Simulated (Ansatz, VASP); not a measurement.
# Ir: VASP beside Ansatz

```
CELL_PARAMETERS angstrom
2.73938 0.00000 0.00000
-1.36969 2.37237 0.00000
0.00000 0.00000 20.13501
ATOMIC_POSITIONS crystal
Ir 0.00000 0.00000 0.00000
Ir 0.33333 0.66667 0.11027
Ir 0.00000 0.00000 0.22307
Ir 0.33333 0.66667 0.33333
Ir 0.66667 0.33333 0.44360
Ir 0.33333 0.66667 0.55640
Ir 0.66667 0.33333 0.66667
Ir 0.00000 0.00000 0.77693
Ir 0.66667 0.33333 0.88973
```

Alike in both runs: functional PBE; k mesh 18 × 18 × 3; occupations gaussian, width 0.1 eV; no spin polarisation.

Ansatz relaxed the structure, and its values are those at the end. VASP's run is a single point on that final structure, the one shown.

|  | VASP | Ansatz |
| --- | --- | --- |
| version | VASP 6.6.1 | Ansatz 0.2.0 |
| potentials or method | VASP PAW PBE potentials, release 64 (Ir), cutoff 520 eV | scalar-relativistic, plane waves, PAW |
| valence electrons in the cell | 81 | 153 |

VASP gave:

```
gap on the k mesh at the Fermi level (eV) : none
pressure (GPa)                            : 0.5
rms of the force components (eV/Å)        : 0.004
```

Estimate Ansatz's values.

gap on the k mesh at the Fermi level (eV): none; pressure (GPa): 0.0; rms of the force components (eV/Å): 0.000.

A gap of «none» marks a metal or a gap that the smearing closes. VASP's potentials hold 81 valence electrons a cell and Ansatz's 153, so a difference there can come from the potentials and not from the codes.

Neither program's run includes spin-orbit coupling.
